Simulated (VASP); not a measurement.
Wanted: the native input for a VASP 6.6.1 run.

```
Task                   : relaxation of cell and atoms
Functional             : PBE
Potentials or basis    : VASP PAW PBE potentials, release 64 (Lu, Si, P)
Cutoff                 : 600 eV
k mesh                 : 6 × 6 × 2
Occupations            : gaussian, width 0.1 eV
Spin                   : no spin polarisation
Dipole correction      : no
Further INCAR settings : ALGO = Normal; EDIFF = 1e-07; IBRION = 2; EDIFFG = -0.04; NSW = 90; ISIF = 3
```

The structure of Lu2Si3P lies in POSCAR:

```
Lu2Si3P
1.0
    3.7771699200      0.0000000000      0.0000000000
   -1.8885849600      3.2711251000      0.0000000000
    0.0000000000      0.0000000000      9.2055732100
Lu Si P
2 3 1
Direct
    0.3333333300      0.6666666700      0.6741914200
    0.6666666700      0.3333333300      0.3258085800
    0.0000000000      0.0000000000      0.5000000000
    0.3333333300      0.6666666700      0.1517480900
    0.6666666700      0.3333333300      0.8482519100
    0.0000000000      0.0000000000      0.0000000000
```

The cell was generated, and may not be a known phase.

The input as run:

INCAR

```
SYSTEM = Lu2Si3P
  PREC = Accurate
  ENCUT = 600
  EDIFF = 1E-7
  ISMEAR = 0
  SIGMA = 0.1
  LREAL = .FALSE.
  LASPH = .TRUE.
  NELM = 100
  ALGO = Normal
  ISIF = 3
  LWAVE = .FALSE.
  LCHARG = .FALSE.
  GGA = PE
  IBRION = 2
  NSW = 90
  EDIFFG = -0.04
```

KPOINTS

```
regular mesh
0
G
  6 6 2
  0 0 0
```

Potentials or basis: VASP PAW PBE potentials, release 64 (Lu, Si, P).

Launch:

```sh
$ cat potpaw_PBE.64/Lu/POTCAR potpaw_PBE.64/Si/POTCAR potpaw_PBE.64/P/POTCAR > POTCAR
$ mpirun -np 1 vasp_std > vasp.out
```

Results of the run:

* Relaxed volume: 19.58 Å³/atom
* Relaxed cell: a = 3.459 Å, b = 3.459 Å, c = 11.337 Å, α = 90.00°, β = 90.00°, γ = 120.00°
* Space group after relaxing (to 0.1 Å): P-3m1 (No. 164)
* Energy gained by relaxing: 210.2 meV/atom
* Ionic steps: 17
* Pressure after relaxing: 0.0 GPa
* Largest force after relaxing: 0.033 eV/Å
* Band gap on the k mesh: zero (an odd number of electrons rules out a gap without spin polarisation)

Caveat: a cell axis changed by over 15 % at a fixed basis, so the end point is rough; spin-orbit coupling is left out, which moves the levels of the heavy elements.

It took 30 min on 1 thread of Oxide Virtual Turin-like Processor, on a shared host, peak memory 0.29 GiB.
